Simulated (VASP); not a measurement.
# LiTlS2 (P-4m2) in VASP: further runs

Runs on LiTlS2. Level: PBE. Tasks: single point.

Program: VASP 6.6.1. These are calculated values, not measurements. Logs are shortened: lines on timing, memory, paths and dates and some standing lists are left out, and cuts for length are marked.

### Step 1. The cell of the first run

The structure is tetragonal, space group P-4m2 (No. 115). The conventional cell has a = 4.067 Å, b = 4.067 Å, c = 5.719 Å, α = 90.00°, β = 90.00°, γ = 90.00°. Li (site symmetry -4m2) has 4 S at 2.42 Å within 3.2 Å. S (site symmetry 2mm) has 2 Li at 2.42 Å and 2 Tl at 2.55 Å within 3.2 Å. Tl (site symmetry -4m2) has 4 S at 2.55 Å within 3.4 Å.

### Step 2. Single point, PBE

INCAR

```
SYSTEM = LiTlS2
ALGO = Normal ; EDIFF = 1E-6
ENCUT = 520 ; GGA = PE
ISIF = 2 ; ISMEAR = 0
LASPH = .TRUE. ; LCHARG = .TRUE.
LELF = .TRUE. ; LREAL = .FALSE.
LVHAR = .TRUE. ; LWAVE = .FALSE.
NBANDS = 22 ; NELM = 80
PREC = Accurate ; SIGMA = 0.01
```

KPOINTS

```
Automatic mesh
0
Gamma
  4 4 4
  0.5 0.5 0.5
```

POSCAR

```
LiTlS2
1.0
    4.0667718546      0.0000000000      0.0000000000
    0.0000000000      4.0667718546      0.0000000000
    0.0000000000      0.0000000000      5.7187778110
Li S Tl
1 2 1
Direct
    0.0000000000      0.0000000000      0.0000000000
    0.0000000000      0.5000000000      0.2309016903
    0.5000000000      0.0000000000      0.7690983097
    0.5000000000      0.5000000000      0.5000000000
```

Potentials or basis: VASP PAW PBE potentials, release 64 (Li_sv, S, Tl_d).

The run is started by

```sh
$ cat potpaw_PBE.64/Li_sv/POTCAR potpaw_PBE.64/S/POTCAR potpaw_PBE.64/Tl_d/POTCAR > POTCAR
$ mpirun -np 1 vasp_std > vasp.out
```

OUTCAR:

```text
SYSTEM = LiTlS2
   EDIFF = 1E-6
   ENCUT = 520
   GGA = PE
   ISIF = 2
   ISMEAR = 0
   LASPH = .TRUE.
   LREAL = .FALSE.
   NELM = 80
   PREC = Accurate

 ion  position               nearest neighbor table
   1  0.000  0.000  0.000-   2 2.42   3 2.42   2 2.42   3 2.42
   2  0.000  0.500  0.231-   1 2.42   1 2.42   4 2.55   4 2.55
   3  0.500  0.000  0.769-   1 2.42   1 2.42   4 2.55   4 2.55
   4  0.500  0.500  0.500-   2 2.55   3 2.55   3 2.55   2 2.55

  LATTYP: Found a simple tetragonal cell.
 ALAT       =     4.0667718546
 C/A-ratio  =     1.4062204656

  Lattice vectors:

 A1 = (   4.0667718546,   0.0000000000,   0.0000000000)
 A2 = (   0.0000000000,   4.0667718546,   0.0000000000)
 A3 = (   0.0000000000,   0.0000000000,   5.7187778110)

Analysis of symmetry for initial positions (statically):
=====================================================================
 Subroutine PRICEL returns:
 Original cell was already a primitive cell.

 Routine SETGRP: Setting up the symmetry group for a
 simple tetragonal supercell.

 Subroutine GETGRP returns: Found  8 space group operations
 (whereof  8 operations were pure point group operations)
 out of a pool of 16 trial point group operations.

The static configuration has the point symmetry D_2d.

Analysis of symmetry for dynamics (positions and initial velocities):
=====================================================================
 Subroutine PRICEL returns:
 Original cell was already a primitive cell.

 Routine SETGRP: Setting up the symmetry group for a
 simple tetragonal supercell.

 Subroutine GETGRP returns: Found  8 space group operations
 (whereof  8 operations were pure point group operations)
 out of a pool of 16 trial point group operations.

The dynamic configuration has the point symmetry D_2d.

 Subroutine INISYM returns: Found  8 space group operations
 (whereof  8 operations are pure point group operations),
 and found     1 'primitive' translations

----------------------------------------------------------------------------------------

                                     Primitive cell

  volume of cell :      94.5808

  direct lattice vectors                    reciprocal lattice vectors
     4.066771855  0.000000000  0.000000000     0.245895279  0.000000000  0.000000000
     0.000000000  4.066771855  0.000000000     0.000000000  0.245895279  0.000000000
     0.000000000  0.000000000  5.718777811     0.000000000  0.000000000  0.174862538

  length of vectors
     4.066771855  4.066771855  5.718777811     0.245895279  0.245895279  0.174862538

  position of ions in fractional coordinates (direct lattice)
     0.000000000  0.000000000  0.000000000
     0.000000000  0.500000000  0.230901690
     0.500000000  0.000000000  0.769098310
     0.500000000  0.500000000  0.500000000

  ion indices of the primitive-cell ions
   primitive index   ion index
                 1           1
                 2           2
                 3           3
                 4           4

----------------------------------------------------------------------------------------

 KPOINTS: Automatic mesh

Automatic generation of k-mesh.
 Grid dimensions read from file:
 generate k-points for:    4    4    4

 Generating k-lattice:

  Cartesian coordinates                     Fractional coordinates (reciprocal lattice)
     0.061473820  0.000000000  0.000000000     0.250000000  0.000000000  0.000000000
     0.000000000  0.061473820  0.000000000     0.000000000  0.250000000  0.000000000
     0.000000000  0.000000000  0.043715634     0.000000000  0.000000000  0.250000000

  Length of vectors
     0.061473820  0.061473820  0.043715634

  Shift w.r.t. Gamma in fractional coordinates (k-lattice)
     0.500000000  0.500000000  0.500000000

 Subroutine IBZKPT returns following result:
 ===========================================

 Found      6 irreducible k-points:

 Following reciprocal coordinates:
            Coordinates               Weight
  0.125000  0.125000  0.125000      8.000000
  0.375000  0.125000  0.125000     16.000000
  0.375000  0.375000  0.125000      8.000000
  0.125000  0.125000  0.375000      8.000000
  0.375000  0.125000  0.375000     16.000000
  0.375000  0.375000  0.375000      8.000000
   k-points           NKPTS =      6   k-points in BZ     NKDIM =      6   number of bands    NBANDS=     22
   number of dos      NEDOS =    301   number of ions     NIONS =      4
   total plane-waves  NPLWV =  43200
   dimension x,y,z NGX =    30 NGY =   30 NGZ =   48
   dimension x,y,z NGXF=    60 NGYF=   60 NGZF=   96
   ions per type =               1   2   1
   NGX,Y,Z   is equivalent  to a cutoff of  12.26, 12.26, 13.95 a.u.
   NGXF,Y,Z  is equivalent  to a cutoff of  24.53, 24.53, 27.91 a.u.
 SYSTEM =  LiTlS2
   PREC   = accura    normal or accurate (medium, high low for compatibility)
   ISTART =      0    job   : 0-new  1-cont  2-samecut
   ICHARG =      2    charge: 1-file 2-atom 10-const
   ISPIN  =      1    spin polarized calculation?
   LNONCOLLINEAR =      F non collinear calculations
   LSORBIT =      F    spin-orbit coupling
   LASPH  =      T    aspherical Exc in radial PAW
   ENCUT  =  520.0 eV  38.22 Ry    6.18 a.u.   7.56  7.56 10.63*2*pi/ulx,y,z
   NELM   =     80;   NELMIN=  2; NELMDL= -5     # of ELM steps
   EDIFF  = 0.1E-05   stopping-criterion for ELM
   LREAL  =      F    real-space projection
   EDIFFG = 0.1E-04   stopping-criterion for IOM
   NSW    =      0    number of steps for IOM
   IBRION =     -1    ionic relax: 0-MD 1-quasi-New 2-CG
   NFREE  =      0    steps in history (QN), initial steepest desc. (CG)
   ISIF   =      2    stress and relaxation
   ISYM   =      2    0-nonsym 1-usesym 2-fastsym
   POTIM  = 0.5000    time-step for ionic-motion
   TEBEG  =    0.0;   TEEND  =   0.0 temperature during run
   PSTRESS=    0.0 pullay stress
   NELECT =      28.0000    total number of electrons
   NUPDOWN=      -1.0000    fix difference up-down
   EMIN   =  10.00;   EMAX   =-10.00  energy-range for DOS
   EFERMI =   0.00;   METHOD = LEGACY
   ISMEAR =     0;   SIGMA  =   0.01  broadening in eV -4-tet -1-fermi 0-gaus
   EFERMI_NEDOS =   21; number of points for ismear=-14 and -15
   IALGO  =     38    algorithm
   IMIX   =      4    mixing-type and parameters
     AMIX     =   0.40;   BMIX     =  1.00
     AMIX_MAG =   1.60;   BMIX_MAG =  1.00
  volume/ion in A,a.u.               =      23.65       159.57
  Fermi-wavevector in a.u.,A,eV,Ry     =   1.091088  2.061858 16.197377  1.190474
  Thomas-Fermi vector in A             =   2.227326
   LORBIT       =      0    0 simple, 1 ext, 2 COOP (PROOUT), +10 PAW based schemes
   GGA     = PE    functional components
   LHFCALC =     F    Hartree Fock is set to
   AEXX    =    0.0000 exact exchange contribution
   IVDW    =     0    specifies the selected vdW correction
   LEPSILON=     F    determine dielectric tensor
   LRPA    =     F    only Hartree local field effects (RPA)
 non-spin polarized calculation
 Gauss-broadening in eV      SIGMA  =   0.01
  energy-cutoff  :      520.00
  volume of cell :       94.58
 maximum number of plane-waves:      2558
 NGX is ok and might be reduce to    30
   NGX = 15   NGY = 15   NGZ = 21

 number of electron      27.9999990 magnetization

 Free energy of the ion-electron system (eV)
  ---------------------------------------------------
  ext. energy  EPLUGINS =         0.00000000
  ---------------------------------------------------
  free energy    TOTEN  =       -14.90043351 eV

  energy without entropy =      -14.90043351  energy(sigma->0) =      -14.90043351

 E-fermi :   2.1319     XC(G=0):  -8.6094

 val. band max:        2.0161418442   @ k =   0.1250   0.1250   0.1250
 cond. band min:       4.1695763863   @ k =   0.1250   0.1250   0.1250
 fundamental gap:      2.1534345421
 Fermi energy:         2.1318981329

 k-point     1 :       0.1250    0.1250    0.1250
  band No.  band energies     occupation
      1     -41.7121      2.00000
      2      -9.8582      2.00000
      3      -9.6455      2.00000
      4      -8.3117      2.00000
      5      -8.2374      2.00000
      6      -8.1420      2.00000
[... 14 lines left out ...]
     21      11.3285      0.00000
     22      12.3579      0.00000

 k-point     2 :       0.3750    0.1250    0.1250
  band No.  band energies     occupation
      1     -41.7119      2.00000
      2      -9.7425      2.00000
      3      -9.6600      2.00000
      4      -8.2908      2.00000
      5      -8.1577      2.00000
      6      -8.0839      2.00000
[... 14 lines left out ...]
     21      11.2461      0.00000
     22      11.5806      0.00000

 k-point     3 :       0.3750    0.3750    0.1250
  band No.  band energies     occupation
      1     -41.7117      2.00000
      2      -9.6795      2.00000
      3      -9.6546      2.00000
      4      -8.1882      2.00000
      5      -8.1359      2.00000
      6      -8.1060      2.00000
[... 14 lines left out ...]
     21      12.0540      0.00000
     22      12.7356      0.00000

 k-point     4 :       0.1250    0.1250    0.3750
  band No.  band energies     occupation
      1     -41.7121      2.00000
      2      -9.7957      2.00000
      3      -9.6600      2.00000
      4      -8.3141      2.00000
      5      -8.2144      2.00000
      6      -8.1414      2.00000
[... 14 lines left out ...]
     21      10.4981      0.00000
     22      11.7037      0.00000

 k-point     5 :       0.3750    0.1250    0.3750
  band No.  band energies     occupation
      1     -41.7119      2.00000
      2      -9.7387      2.00000
      3      -9.6557      2.00000
      4      -8.2924      2.00000
      5      -8.1411      2.00000
      6      -8.0836      2.00000
[... 14 lines left out ...]
     21      10.7626      0.00000
     22      11.4749      0.00000

 k-point     6 :       0.3750    0.3750    0.3750
  band No.  band energies     occupation
      1     -41.7117      2.00000
      2      -9.6875      2.00000
      3      -9.6604      2.00000
      4      -8.1888      2.00000
      5      -8.1354      2.00000
      6      -8.0972      2.00000
[... 14 lines left out ...]
     21      11.4728      0.00000
     22      11.5632      0.00000

------------------------ aborting loop because EDIFF is reached ----------------------------------------

  FORCE on cell =-STRESS in cart. coord.  units (eV):
  Direction    XX          YY          ZZ          XY          YZ          ZX
  --------------------------------------------------------------------------------------
  -------------------------------------------------------------------------------------
  Total        0.6769964      0.6769964      0.8040985      0.0000000      0.0000000      0.0000000
  in kB       11.4681688     11.4681688     13.6212516      0.0000000      0.0000000      0.0000000
  external PRESSURE =      12.1858631 kB  Pullay stress =       0.0000000 kB

 VOLUME and BASIS-vectors are now :
 -----------------------------------------------------------------------------
  energy-cutoff  :      520.00
  volume of cell :       94.58
      direct lattice vectors                 reciprocal lattice vectors
     4.066771855  0.000000000  0.000000000     0.245895279  0.000000000  0.000000000
     0.000000000  4.066771855  0.000000000     0.000000000  0.245895279  0.000000000
     0.000000000  0.000000000  5.718777811     0.000000000  0.000000000  0.174862538

 POSITION                                       TOTAL-FORCE (eV/Angst)
 -----------------------------------------------------------------------------------
      0.00000      0.00000      0.00000        -0.000000      0.000000      0.000000
      0.00000      2.03339      1.32048        -0.000000      0.000000     -0.152248
      2.03339      0.00000      4.39830         0.000000      0.000000      0.152248
      2.03339      2.03339      2.85939        -0.000000     -0.000000      0.000000
 -----------------------------------------------------------------------------------
    total drift:                                0.000000      0.000000      0.000000

  FREE ENERGIE OF THE ION-ELECTRON SYSTEM (eV)
  ---------------------------------------------------
  free  energy   TOTEN  =       -14.9004335110 eV

  energy  without entropy=      -14.9004335110  energy(sigma->0) =      -14.90043351
```

Wall time 8.1 s (1 thread of Intel Xeon 6975P-C (Granite Rapids), shared host); peak memory 0.19 GiB.

Results:

| Item | Value |
| --- | --- |
| Free energy | -14.9004 eV |
| Largest force | 0.152 eV/Å |
| Band gap on the k mesh | 2.15 eV, direct |

Forces on the atoms (eV/Å):
```
Li   0.000  0.000  0.000
S    0.000  0.000 -0.152
S    0.000  0.000  0.152
Tl   0.000  0.000  0.000
```

Caveat: the cutoff is under 1.25 times the usual one of these potentials, so pressure, stress and relaxed cells hold a basis-set (Pulay) error; spin-orbit coupling is left out, which moves the levels of the heavy elements. PBE gaps usually lie below the measured ones, often by a third to a half.

### Step 3. Single point, PBE

INCAR

```
PREC = Accurate ; ENCUT = 520
EDIFF = 1E-6 ; ISMEAR = 0
SIGMA = 0.2 ; LREAL = F
LASPH = T ; NELM = 100
ALGO = Normal ; ISIF = 2
LWAVE = F ; LCHARG = T
GGA = PE ; LELF = T
LVHAR = T ; NBANDS = 22
```

KPOINTS

```
Automatic mesh
0
Gamma
  4 4 4
```

POSCAR is that of step 2.

Potentials or basis: VASP PAW PBE potentials, release 64 (Li_sv, S, Tl_d).

The run is started by

```sh
$ cat potpaw_PBE.64/Li_sv/POTCAR potpaw_PBE.64/S/POTCAR potpaw_PBE.64/Tl_d/POTCAR > POTCAR
$ mpirun -np 1 vasp_std > vasp.out
```

Run time: 16 s. Hardware: 1 thread of Intel Xeon 6975P-C (Granite Rapids), shared host; peak memory 0.2 GiB.

It converged, with:

```
Free energy            : -14.8556 eV
Largest force          : 0.170 eV/Å
Band gap on the k mesh : 0.93 eV, direct
```

Forces on the atoms (eV/Å):
```
Li   0.000  0.000  0.000
S    0.000  0.000 -0.170
S    0.000  0.000  0.170
Tl   0.000  0.000  0.000
```

Levels at points of the mesh, in eV from the valence-band top:
```
           k point  band 12  band 13  band 14  band 15  band 16  band 17
(0.00, 0.00, 0.00)    -0.20     0.00     0.00     0.93     3.72     5.89
(0.50, 0.00, 0.00)    -1.58    -0.94    -0.45     2.63     5.92     5.94
(0.50, 0.50, 0.00)    -1.70    -1.70    -1.11     2.18     3.73     3.73
(0.00, 0.00, 0.50)    -1.20    -0.65    -0.65     2.43     3.95     5.54
(0.50, 0.00, 0.50)    -0.80    -0.55    -0.45     1.34     5.48     6.33
(0.50, 0.50, 0.50)    -2.04    -1.62    -1.45     3.50     5.58     5.58
```

Caveat: the cutoff is under 1.25 times the usual one of these potentials, so pressure, stress and relaxed cells hold a basis-set (Pulay) error; spin-orbit coupling is left out, which moves the levels of the heavy elements.

### Step 4. Single point, PBE

INCAR

```
SYSTEM = LiTlS2
PREC = Accurate
ENCUT = 520
EDIFF = 1E-7
ISMEAR = 1
SIGMA = 0.05
LREAL = .False.
LASPH = .True.
NELM = 80
ALGO = Normal
ISIF = 2
LWAVE = .False.
LCHARG = .True.
GGA = PE
LELF = .True.
LVHAR = .True.
NBANDS = 22
```

KPOINTS

```
regular mesh
0
Gamma
  4 4 4
  0 0 0
```

POSCAR is that of step 3.

The run is started by

```sh
$ cat potpaw_PBE.64/Li_sv/POTCAR potpaw_PBE.64/S/POTCAR potpaw_PBE.64/Tl_d/POTCAR > POTCAR
$ mpirun -np 1 vasp_std > vasp.out
```

Wall time 17 s (1 thread of Intel Xeon 6975P-C (Granite Rapids), shared host); peak memory 0.21 GiB.

The run converged. Its results:

```yaml
Free_energy: -14.8555 eV
Largest_force: 0.170 eV/Å
Band_gap_on_the_k_mesh: 0.93 eV, direct
```

Forces on the atoms (eV/Å):
```
Li   0.000  0.000  0.000
S    0.000  0.000 -0.170
S    0.000  0.000  0.170
Tl   0.000  0.000  0.000
```

Levels at points of the mesh, in eV from the valence-band top:
```
           k point  band 10  band 11  band 12  band 13  band 14  band 15  band 16  band 17  band 18  band 19
(0.00, 0.00, 0.00)    -1.67    -1.67    -0.20     0.00     0.00     0.93     3.72     5.89     6.47     6.47
(0.50, 0.00, 0.00)    -2.19    -2.00    -1.58    -0.94    -0.45     2.63     5.92     5.94     6.89     7.15
(0.50, 0.50, 0.00)    -2.13    -1.88    -1.70    -1.70    -1.11     2.18     3.73     3.73     7.15     9.52
(0.00, 0.00, 0.50)    -1.27    -1.20    -1.20    -0.65    -0.65     2.43     3.95     5.54     7.42     7.42
(0.50, 0.00, 0.50)    -3.01    -0.87    -0.80    -0.55    -0.45     1.34     5.48     6.33     6.72     7.38
(0.50, 0.50, 0.50)    -2.83    -2.04    -2.04    -1.62    -1.45     3.50     5.58     5.58     7.73     7.73
```

Caveat: the cutoff is under 1.25 times the usual one of these potentials, so pressure, stress and relaxed cells hold a basis-set (Pulay) error; spin-orbit coupling is left out, which moves the levels of the heavy elements. A k mesh can miss the band edges.

### Step 5. Overview

| k mesh | smearing | gap on the mesh (eV) | largest force (eV/Å) |
| --- | --- | --- | --- |
| 4 × 4 × 4, shifted | gaussian 0.01 eV | 2.15 | 0.15 |
| 4 × 4 × 4 | gaussian 0.2 eV | 0.93 | 0.17 |
| 4 × 4 × 4 | methfessel-paxton 0.05 eV | 0.93 | 0.17 |

Alike in all rows: task single point; level PBE; potentials or basis VASP PAW PBE potentials, release 64 (Li_sv, S, Tl_d); no spin polarisation; cell as given; cutoff (eV) 520.

On the cell as given the gap runs from 0.93 eV (PBE) to 2.15 eV (PBE).

Caveats: the cutoff is under 1.25 times the usual one of these potentials, so pressure, stress and relaxed cells hold a basis-set (Pulay) error; spin-orbit coupling is left out, which moves the levels of the heavy elements.

Absolute energies hang on the potentials; compare differences alone.
